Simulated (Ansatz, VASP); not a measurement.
Pd in VASP and in Ansatz

The input INCAR:

```
SYSTEM = Pd
PREC = Accurate ; ENCUT = 520
EDIFF = 1E-6 ; ISMEAR = -1
SIGMA = 0.1 ; LREAL = .FALSE.
LASPH = .TRUE. ; NELM = 60
ALGO = Normal ; ISIF = 2
LWAVE = .FALSE. ; LCHARG = .FALSE.
GGA = PE ; NBANDS = 17
```

KPOINTS

```
regular mesh
0
G
  17 17 9
  0 0 0
```

Contents of POSCAR:

```
Pd
1.0
    2.7784509721      0.0000000000      0.0000000000
   -1.3892254860      2.4062091250      0.0000000000
    0.0000000000      0.0000000000      4.6156812806
Pd
2
Direct
    0.3333333333      0.6666666667      0.2500000000
    0.6666666667      0.3333333333      0.7500000000
```

Input for Ansatz:

```yaml
crystal:
  lattice:
    - [2.7784509721, 0.0, 0.0]
    - [-1.389225486, 2.406209125, 0.0]
    - [0.0, 0.0, 4.6156812806]
  atoms:
    - { symbol: Pd, position: [0.3333333333, 0.6666666667, 0.25] }
    - { symbol: Pd, position: [0.6666666667, 0.3333333333, 0.75] }
kpoints:
  mp_grid: { grid: [17, 17, 9] }
  band_path:
    path:
      - [0.0, 0.0, 0.0]
      - [0.5, 0.0, 0.0]
      - [0.3333333333, 0.3333333333, 0.0]
      - [0.0, 0.0, 0.0]
      - [0.0, 0.0, 0.5]
      - [0.5, 0.0, 0.5]
      - [0.3333333333, 0.3333333333, 0.5]
      - [0.0, 0.0, 0.5]
      - [0.5, 0.0, 0.5]
    npoints: 14
scf:
  occupations: { method: fermi_dirac, width: 0.1 }
hamiltonian:
  xc: pbe
  pseudopotentials: { kind: all_electron, lapw: { basis_error: 0.001 } }
output:
  forces: true
  stress: true
  eigenvalues: true
  populations: true
  dos: { projected: true, de: 0.2, e_range: [-14, 8] }
```

Alike in both runs: task single point; functional PBE; k mesh 17 × 17 × 9; occupations fermi-dirac, width 0.1 eV; no spin polarisation.

|  | VASP | Ansatz |
| --- | --- | --- |
| version | VASP 6.6.1 | Ansatz 0.2.0 |
| potentials or method | VASP PAW PBE potentials, release 64 (Pd), cutoff 520 eV | all-electron LAPW, scalar-relativistic |

VASP gave:

| Quantity | Value |
| --- | --- |
| pressure (GPa) | -0.3 |

What did Ansatz give for the same quantities?

Pressure (GPa): -0.1.

Ansatz ran all-electron here, and VASP with PAW potentials.
